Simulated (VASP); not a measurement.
# Os (I4/mmm) in VASP: a series of runs

The runs below take Os through single point, with PBEsol.

Everything below comes from runs of VASP 6.6.1. Logs are shortened: lines on timing, memory, paths and dates and some standing lists are left out, and cuts for length are marked.

## (1) The cell of the first run

Symmetry: I4/mmm, No. 139, tetragonal system. Conventional cell: a = 2.751 Å, b = 2.751 Å, c = 3.773 Å, α = 90.00°, β = 90.00°, γ = 90.00°. Os (site symmetry 4/mmm) has 12 Os at 2.71 to 2.75 Å within 3.6 Å.

## (2) Single point, PBEsol (strain +0.000 along x and y, -0.030 along z)

File INCAR:

```
SYSTEM = Os
  PREC = Accurate
  ENCUT = 520
  EDIFF = 1E-6
  ISMEAR = 0
  SIGMA = 0.15
  LREAL = .False.
  LASPH = .True.
  NELM = 100
  ALGO = Normal
  ISIF = 2
  LWAVE = .False.
  LCHARG = .True.
  GGA = PS
  LELF = .True.
  LVHAR = .True.
  NBANDS = 10
```

File KPOINTS:

```
Automatic mesh
0
Gamma
  20 20 20
  0 0 0
```

File POSCAR:

```
Os
1.0
    0.0000000000      1.9450000000      1.8866500000
    1.9450000000      0.0000000000      1.8866500000
    1.9450000000      1.9450000000      0.0000000000
Os
1
Direct
    0.0000000000      0.0000000000      0.0000000000
```

Potentials or basis: VASP PAW PBE potentials, release 64 (Os).

Started as:

```sh
> cat potpaw_PBE.64/Os/POTCAR > POTCAR
> mpirun -np 1 vasp_std > vasp.out
```

OUTCAR:

```text
SYSTEM = Os
   PREC = Accurate
   ENCUT = 520
   EDIFF = 1E-6
   ISMEAR = 0
   LREAL = .False.
   LASPH = .True.
   NELM = 100
   ISIF = 2
   GGA = PS

 ion  position               nearest neighbor table
   1  0.000  0.000  0.000-

  LATTYP: Found a body centered tetragonal cell.
 ALAT       =     2.7506453788
 C/A-ratio  =     1.3717871555

  Lattice vectors:

 A1 = (   0.0000000000,  -1.9450000000,  -1.8866500000)
 A2 = (   0.0000000000,   1.9450000000,  -1.8866500000)
 A3 = (   1.9450000000,   0.0000000000,   1.8866500000)

Analysis of symmetry for initial positions (statically):
=====================================================================
 Subroutine PRICEL returns:
 Original cell was already a primitive cell.

 Routine SETGRP: Setting up the symmetry group for a
 body centered tetragonal supercell.

 Subroutine GETGRP returns: Found 16 space group operations
 (whereof 16 operations were pure point group operations)
 out of a pool of 16 trial point group operations.

The static configuration has the point symmetry D_4h.

Analysis of symmetry for dynamics (positions and initial velocities):
=====================================================================
 Subroutine PRICEL returns:
 Original cell was already a primitive cell.

 Routine SETGRP: Setting up the symmetry group for a
 body centered tetragonal supercell.

 Subroutine GETGRP returns: Found 16 space group operations
 (whereof 16 operations were pure point group operations)
 out of a pool of 16 trial point group operations.

The dynamic configuration has the point symmetry D_4h.

 Subroutine INISYM returns: Found 16 space group operations
 (whereof 16 operations are pure point group operations),
 and found     1 'primitive' translations

----------------------------------------------------------------------------------------

                                     Primitive cell

  volume of cell :      14.2745

  direct lattice vectors                    reciprocal lattice vectors
     0.000000000  1.945000000  1.886650000    -0.257069409  0.257069409  0.265020009
     1.945000000  0.000000000  1.886650000     0.257069409 -0.257069409  0.265020009
     1.945000000  1.945000000  0.000000000     0.257069409  0.257069409 -0.265020009

  length of vectors
     2.709699840  2.709699840  2.750645379     0.449894395  0.449894395  0.449894395

  position of ions in fractional coordinates (direct lattice)
     0.000000000  0.000000000  0.000000000

  ion indices of the primitive-cell ions
   primitive index   ion index
                 1           1

----------------------------------------------------------------------------------------

 KPOINTS: Automatic mesh

Automatic generation of k-mesh.
 Grid dimensions read from file:
 generate k-points for:   20   20   20

 Generating k-lattice:

  Cartesian coordinates                     Fractional coordinates (reciprocal lattice)
    -0.012853470  0.012853470  0.013251000     0.050000000 -0.000000000  0.000000000
     0.012853470 -0.012853470  0.013251000    -0.000000000  0.050000000  0.000000000
     0.012853470  0.012853470 -0.013251000     0.000000000  0.000000000  0.050000000

  Length of vectors
     0.022494720  0.022494720  0.022494720

  Shift w.r.t. Gamma in fractional coordinates (k-lattice)
     0.000000000  0.000000000  0.000000000

 Subroutine IBZKPT returns following result:
 ===========================================

 Found    641 irreducible k-points:

 Following reciprocal coordinates:
            Coordinates               Weight
  0.000000  0.000000  0.000000      1.000000
  0.050000  0.000000  0.000000      8.000000
  0.100000  0.000000  0.000000      8.000000
  0.150000  0.000000  0.000000      8.000000
  0.200000  0.000000  0.000000      8.000000
  0.250000  0.000000  0.000000      8.000000
[... 16 lines left out ...]
 -0.400000  0.050000  0.000000      8.000000
 -0.350000  0.050000  0.000000      8.000000
 [... further k-points ...]
   k-points           NKPTS =    641   k-points in BZ     NKDIM =    641   number of bands    NBANDS=     10
   number of dos      NEDOS =    301   number of ions     NIONS =      1
   total plane-waves  NPLWV =   8000
   dimension x,y,z NGX =    20 NGY =   20 NGZ =   20
   dimension x,y,z NGXF=    40 NGYF=   40 NGZF=   40
   ions per type =               1
   NGX,Y,Z   is equivalent  to a cutoff of  12.27, 12.27, 12.09 a.u.
   NGXF,Y,Z  is equivalent  to a cutoff of  24.54, 24.54, 24.18 a.u.
 SYSTEM =  Os
   PREC   = accura    normal or accurate (medium, high low for compatibility)
   ISTART =      0    job   : 0-new  1-cont  2-samecut
   ICHARG =      2    charge: 1-file 2-atom 10-const
   ISPIN  =      1    spin polarized calculation?
   LNONCOLLINEAR =      F non collinear calculations
   LSORBIT =      F    spin-orbit coupling
   LASPH  =      T    aspherical Exc in radial PAW
   ENCUT  =  520.0 eV  38.22 Ry    6.18 a.u.   5.04  5.04  5.11*2*pi/ulx,y,z
   NELM   =    100;   NELMIN=  2; NELMDL= -5     # of ELM steps
   EDIFF  = 0.1E-05   stopping-criterion for ELM
   LREAL  =      F    real-space projection
   EDIFFG = 0.1E-04   stopping-criterion for IOM
   NSW    =      0    number of steps for IOM
   IBRION =     -1    ionic relax: 0-MD 1-quasi-New 2-CG
   NFREE  =      0    steps in history (QN), initial steepest desc. (CG)
   ISIF   =      2    stress and relaxation
   ISYM   =      2    0-nonsym 1-usesym 2-fastsym
   POTIM  = 0.5000    time-step for ionic-motion
   TEBEG  =    0.0;   TEEND  =   0.0 temperature during run
   PSTRESS=    0.0 pullay stress
   NELECT =       8.0000    total number of electrons
   NUPDOWN=      -1.0000    fix difference up-down
   EMIN   =  10.00;   EMAX   =-10.00  energy-range for DOS
   EFERMI =   0.00;   METHOD = LEGACY
   ISMEAR =     0;   SIGMA  =   0.15  broadening in eV -4-tet -1-fermi 0-gaus
   EFERMI_NEDOS =   21; number of points for ismear=-14 and -15
   IALGO  =     38    algorithm
   IMIX   =      4    mixing-type and parameters
     AMIX     =   0.40;   BMIX     =  1.00
     AMIX_MAG =   1.60;   BMIX_MAG =  1.00
  volume/ion in A,a.u.               =      14.27        96.33
  Fermi-wavevector in a.u.,A,eV,Ry     =   1.349744  2.550646 24.787204  1.821808
  Thomas-Fermi vector in A             =   2.477305
   LORBIT       =      0    0 simple, 1 ext, 2 COOP (PROOUT), +10 PAW based schemes
   GGA     = PS    functional components
   LHFCALC =     F    Hartree Fock is set to
   AEXX    =    0.0000 exact exchange contribution
   IVDW    =     0    specifies the selected vdW correction
   LEPSILON=     F    determine dielectric tensor
   LRPA    =     F    only Hartree local field effects (RPA)
 non-spin polarized calculation
 Gauss-broadening in eV      SIGMA  =   0.15
  energy-cutoff  :      520.00
  volume of cell :       14.27
 maximum number of plane-waves:       398
   NGX =  9   NGY =  9   NGZ = 11

 number of electron       8.0000000 magnetization

 Free energy of the ion-electron system (eV)
  ---------------------------------------------------
  ext. energy  EPLUGINS =         0.00000000
  ---------------------------------------------------
  free energy    TOTEN  =       -12.08441178 eV

  energy without entropy =      -12.07355072  energy(sigma->0) =      -12.07898125

 E-fermi :   8.9140     XC(G=0): -14.0369

 val. band max:        8.9123028382   @ k =  -0.1500   0.3000   0.2500
 cond. band min:       8.9149583666   @ k =  -0.4500   0.3500   0.1500
 fundamental gap:      0.0026555284
 Fermi energy:         8.9140432024

 k-point     1 :       0.0000    0.0000    0.0000
  band No.  band energies     occupation
      1      -1.8103      2.00000
      2       5.8244      2.00000
      3       5.8244      2.00000
      4       6.2430      2.00000
      5       8.6520      1.98651
      6       9.1974      0.00756
      7      23.1812      0.00000
      8      28.5084      0.00000
      9      28.5084      0.00000
     10      29.5582      0.00000

 k-point     2 :       0.0500    0.0000    0.0000
  band No.  band energies     occupation
      1      -1.6950      2.00000
      2       5.7936      2.00000
      3       5.8770      2.00000
      4       6.2558      2.00000
      5       8.6198      1.99446
      6       9.1525      0.02455
      7      23.3964      0.00000
      8      28.0970      0.00000
      9      28.7087      0.00000
     10      29.5307      0.00000

 k-point     3 :       0.1000    0.0000    0.0000
  band No.  band energies     occupation
      1      -1.3590      2.00000
      2       5.6612      2.00000
      3       6.0162      2.00000
      4       6.3448      2.00000
      5       8.5497      1.99941
      6       9.0413      0.23015
      7      23.9976      0.00000
      8      26.9556      0.00000
      9      29.2962      0.00000
     10      30.0127      0.00000

 k-point     4 :       0.1500    0.0000    0.0000
  band No.  band energies     occupation
      1      -0.8350      2.00000
      2       5.4518      2.00000
      3       6.1805      2.00000
      4       6.5047      2.00000
      5       8.5220      1.99978
      6       8.9346      0.84614
      7      24.7538      0.00000
      8      25.7733      0.00000
      9      30.2327      0.00000
     10      30.9405      0.00000
[... 222 lines left out ...]
 k-point    22 :      -0.4500    0.0500    0.0000
  band No.  band energies     occupation
      1       1.4345      2.00000
      2       5.6831      2.00000
      3       5.9306      2.00000
      4       8.1679      2.00000
      5      11.2102      0.00000
      6      11.5483      0.00000
      7      17.8126      0.00000
      8      22.9778      0.00000
      9      29.1061      0.00000
     10      29.1288      0.00000

 k-point    23 :      -0.4000    0.0500    0.0000
  band No.  band energies     occupation
      1       1.4348      2.00000
      2       5.7585      2.00000
      3       6.0210      2.00000
      4       7.4825      2.00000
      5      10.7316      0.00000
      6      11.2697      0.00000
      7      18.8303      0.00000
      8      23.3803      0.00000
      9      29.5107      0.00000
     10      30.1400      0.00000

 k-point    24 :      -0.3500    0.0500    0.0000
  band No.  band energies     occupation
      1       1.3816      2.00000
      2       5.8986      2.00000
      3       6.1692      2.00000
      4       6.5562      2.00000
      5      10.0877      0.00000
      6      10.8173      0.00000
      7      20.2060      0.00000
      8      24.1702      0.00000
      9      30.3508      0.00000
     10      31.6598      0.00000

 [... further k-points ...]

------------------------ aborting loop because EDIFF is reached ----------------------------------------

  FORCE on cell =-STRESS in cart. coord.  units (eV):
  Direction    XX          YY          ZZ          XY          YZ          ZX
  --------------------------------------------------------------------------------------
  -------------------------------------------------------------------------------------
  Total       -1.0984454     -1.0984454     -0.1955198      0.0000000      0.0000000      0.0000000
  in kB     -123.2901872   -123.2901872    -21.9452618      0.0000000      0.0000000      0.0000000
  external PRESSURE =     -89.5085454 kB  Pullay stress =       0.0000000 kB

 VOLUME and BASIS-vectors are now :
 -----------------------------------------------------------------------------
  energy-cutoff  :      520.00
  volume of cell :       14.27
      direct lattice vectors                 reciprocal lattice vectors
     0.000000000  1.945000000  1.886650000    -0.257069409  0.257069409  0.265020009
     1.945000000  0.000000000  1.886650000     0.257069409 -0.257069409  0.265020009
     1.945000000  1.945000000  0.000000000     0.257069409  0.257069409 -0.265020009

 POSITION                                       TOTAL-FORCE (eV/Angst)
 -----------------------------------------------------------------------------------
      0.00000      0.00000      0.00000         0.000000      0.000000     -0.000000
 -----------------------------------------------------------------------------------
    total drift:                                0.000000      0.000000     -0.000000

  FREE ENERGIE OF THE ION-ELECTRON SYSTEM (eV)
  ---------------------------------------------------
  free  energy   TOTEN  =       -12.0844117829 eV

  energy  without entropy=      -12.0735507238  energy(sigma->0) =      -12.07898125
```

It took 52 s on 1 thread of Intel Xeon Platinum 8559C (Emerald Rapids), shared host; peak memory 0.21 GiB.

Results:

```yaml
Free_energy: -12.0844 eV
Pressure: -9.0 GPa
Band_gap_on_the_k_mesh: zero (bands 4 and 5 overlap by 4.24 eV)
```

Stress tensor (GPa, compression positive):
```
-12.33   0.00   0.00
  0.00 -12.33   0.00
  0.00   0.00  -2.19
```

Levels at points of the mesh, in eV from the Fermi level:
```csv
k point,band 1,band 2,band 3,band 4,band 5,band 6,band 7,band 8,band 9
"(0.00, 0.00, 0.00)",-10.72,-3.09,-3.09,-2.67,-0.26,0.28,14.27,19.59,19.59
"(0.50, 0.00, 0.00)",-7.58,-3.33,-2.88,-0.27,2.23,2.50,8.72,13.75,19.91
"(0.50, 0.50, 0.00)",-7.43,-6.78,2.31,2.70,3.05,3.05,11.74,11.74,12.45
"(0.50, 0.00, 0.50)",-7.46,-6.72,2.04,2.32,2.81,3.23,11.65,12.08,12.50
```

Caveat: the cell differs from its parent crystal (strain +0.000 along x and y, -0.030 along z); the cell stands under tension; the PAW data sets were made with another functional, which shifts forces and pressure a little; spin-orbit coupling is left out, which moves the levels of the heavy elements.

## (3) Single point, PBEsol (strain -0.015 along x and y, +0.000 along z)

File INCAR:

```
SYSTEM = Os
  PREC = Accurate
  ENCUT = 520
  EDIFF = 1E-7
  ISMEAR = 0
  SIGMA = 0.15
  LREAL = .False.
  LASPH = .True.
  NELM = 60
  ALGO = Fast
  ISIF = 2
  LWAVE = .False.
  LCHARG = .False.
  GGA = PS
  NBANDS = 10
```

KPOINTS is that of step 2.

File POSCAR:

```
Os
1.0
    0.0000000000      1.9158250000      1.9450000000
    1.9158250000      0.0000000000      1.9450000000
    1.9158250000      1.9158250000      0.0000000000
Os
1
Direct
    0.0000000000      0.0000000000      0.0000000000
```

Potentials or basis: VASP PAW PBE potentials, release 64 (Os).

Started as:

```sh
> cat potpaw_PBE.64/Os/POTCAR > POTCAR
> mpirun -np 1 vasp_std > vasp.out
```

Run time: 59 s. Hardware: 1 thread of Intel Xeon Platinum 8559C (Emerald Rapids), shared host; peak memory 0.21 GiB.

It converged, with:

```
Free energy            : -12.0910 eV
Pressure               : -9.2 GPa
Band gap on the k mesh : zero (bands 4 and 5 overlap by 3.89 eV)
```

Stress tensor (GPa, compression positive):
```
 -7.64   0.00   0.00
  0.00  -7.64   0.00
  0.00   0.00 -12.24
```

Levels at points of the mesh, in eV from the Fermi level:
```csv
k point,band 2,band 3,band 4,band 5,band 6,band 7
"(0.00, 0.00, 0.00)",-3.10,-2.89,-2.89,-0.13,0.16,14.25
"(0.50, 0.00, 0.00)",-3.22,-3.00,-0.28,2.30,2.43,8.71
"(0.50, 0.50, 0.00)",-6.73,2.04,2.34,3.02,3.02,11.64
"(0.50, 0.00, 0.50)",-6.75,2.32,2.36,2.92,3.14,11.91
```

Caveat: the cell differs from its parent crystal (strain -0.015 along x and y, +0.000 along z); the cell stands under tension; the PAW data sets were made with another functional, which shifts forces and pressure a little; spin-orbit coupling is left out, which moves the levels of the heavy elements.

## (4) Single point, PBEsol (strain +0.000 along x and y, -0.015 along z)

File INCAR:

```
SYSTEM = Os
PREC     = Accurate       ! precision mode
ENCUT    = 520            ! plane-wave cutoff, eV
EDIFF    = 1E-6           ! SCF threshold, eV
ISMEAR   = 0              ! smearing method
SIGMA    = 0.15           ! smearing width, eV
LREAL    = .FALSE.        ! projectors in reciprocal space
LASPH    = .TRUE.         ! aspherical terms in the spheres
NELM     = 100            ! most SCF steps
ALGO     = Fast           ! electronic algorithm
ISIF     = 2              ! what is computed and relaxed
LWAVE    = .FALSE.        ! write WAVECAR
LCHARG   = .TRUE.         ! write CHGCAR
GGA      = PS             ! functional
LELF     = .TRUE.         ! ELF
LVHAR    = .TRUE.       
NBANDS   = 10             ! bands
```

File KPOINTS:

```
Automatic mesh
0
G
  20 20 20
  0 0 0
```

File POSCAR:

```
Os
1.0
    0.0000000000      1.9450000000      1.9158250000
    1.9450000000      0.0000000000      1.9158250000
    1.9450000000      1.9450000000      0.0000000000
Os
1
Direct
    0.0000000000      0.0000000000      0.0000000000
```

Started as:

```sh
> cat potpaw_PBE.64/Os/POTCAR > POTCAR
> mpirun -np 1 vasp_std > vasp.out
```

Wall time 43 s (1 thread of Intel Xeon Platinum 8559C (Emerald Rapids), shared host); peak memory 0.21 GiB.

It converged, with:

| Item | Value |
| --- | --- |
| Free energy | -12.0748 eV |
| Pressure | -14.8 GPa |
| Band gap on the k mesh | zero (bands 4 and 5 overlap by 4.01 eV) |

Stress tensor (GPa, compression positive):
```
-16.30   0.00   0.00
  0.00 -16.30   0.00
  0.00   0.00 -11.75
```

Levels at points of the mesh, in eV from the Fermi level:
```
           k point  band 1  band 2  band 3  band 4  band 5  band 6  band 7  band 8
(0.00, 0.00, 0.00)  -10.59   -2.96   -2.96   -2.75   -0.12    0.15   14.26   19.69
(0.50, 0.00, 0.00)   -7.45   -3.15   -2.93   -0.27    2.24    2.37    8.51   13.77
(0.50, 0.50, 0.00)   -7.28   -6.61    2.26    2.44    2.96    2.96   11.82   11.82
(0.50, 0.00, 0.50)   -7.30   -6.59    2.12    2.27    2.84    3.05   11.53   11.99
```

Caveat: the cell differs from its parent crystal (strain +0.000 along x and y, -0.015 along z); the cell stands under tension; the PAW data sets were made with another functional, which shifts forces and pressure a little; spin-orbit coupling is left out, which moves the levels of the heavy elements.

## (5) Overview

```tsv
cell	gap on the mesh (eV)	pressure (GPa)
a = 2.710, b = 2.710, c = 2.751 Å, angles 59.5, 59.5, 61.0°, 1 atom	none	-9.0
a = 2.730, b = 2.730, c = 2.709 Å, angles 60.3, 60.3, 59.5°, 1 atom	none	-9.2
a = 2.730, b = 2.730, c = 2.751 Å, angles 59.8, 59.8, 60.5°, 1 atom	none	-14.8
```

Alike in all rows: task single point; level PBEsol; potentials or basis VASP PAW PBE potentials, release 64 (Os); no spin polarisation; k mesh 20 × 20 × 20; cutoff (eV) 520; smearing gaussian 0.15 eV.

Caveats: the cell stands under tension; the PAW data sets were made with another functional, which shifts forces and pressure a little; spin-orbit coupling is left out, which moves the levels of the heavy elements.

Total energies depend on the potentials used, so only differences within one code and one set of settings carry meaning.
